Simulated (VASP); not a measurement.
Wanted: the native input for a VASP 6.6.1 run.

| Property | Result |
| --- | --- |
| Task | single point |
| Functional | PBE |
| Potentials or basis | VASP PAW PBE potentials, release 64 (In_d, Ga_d, As) |
| Cutoff | 520 eV |
| k mesh | 4 × 4 × 2 |
| Occupations | gaussian, width 0.1 eV |
| Spin | no spin polarisation |
| Dipole correction | no |
| Further INCAR settings | ALGO = Normal; EDIFF = 1e-06; NBANDS = 46 |

The structure of InGa3As4 lies in POSCAR:

```
InGa3As4
1.0
    4.1592787746      0.0000000000      0.0000000000
    0.0000000000      4.1592787746      0.0000000000
    0.0000000000      0.0000000000     11.6415727363
In Ga As
1 3 4
Direct
    0.0000000000      0.0000000000      0.0000000000
    0.5000000000      0.5000000000      0.2586887604
    0.0000000000      0.0000000000      0.5000000000
    0.5000000000      0.5000000000      0.7413112396
    0.5000000000      0.0000000000      0.3794634775
    0.0000000000      0.5000000000      0.6205365225
    0.5000000000      0.0000000000      0.8602827157
    0.0000000000      0.5000000000      0.1397172843
```

The input as run:

INCAR

```
PREC     = Accurate       # precision mode
ENCUT    = 520            # plane-wave cutoff, eV
EDIFF    = 1E-6           # SCF threshold, eV
ISMEAR   = 0              # smearing method
SIGMA    = 0.1            # smearing width, eV
LREAL    = F              # projectors in reciprocal space
LASPH    = T              # aspherical terms in the spheres
NELM     = 80             # most SCF steps
ALGO     = Normal         # electronic algorithm
ISIF     = 2              # what is computed and relaxed
LWAVE    = F              # write WAVECAR
LCHARG   = F              # write CHGCAR
GGA      = PE             # functional
NBANDS   = 46             # bands
```

KPOINTS

```
regular mesh
0
Gamma
  4 4 2
```

Potentials or basis: VASP PAW PBE potentials, release 64 (In_d, Ga_d, As).

Launch:

```bash
$ cat potpaw_PBE.64/In_d/POTCAR potpaw_PBE.64/Ga_d/POTCAR potpaw_PBE.64/As/POTCAR > POTCAR
$ mpirun -np 1 vasp_std > vasp.out
```

It gave:

* Pressure: 0.3 GPa
* Largest force: 0.034 eV/Å
* Band gap on the k mesh: zero (filled and empty bands touch)

Caveat: the k points lie up to 0.38 Å⁻¹ apart; spin-orbit coupling is left out, which moves the levels of the heavy elements.

It took 86 s on 1 thread of Intel(R) Xeon(R) Platinum 8375C CPU @ 2.90GHz (Ice Lake), on a shared host, peak memory 0.35 GiB.
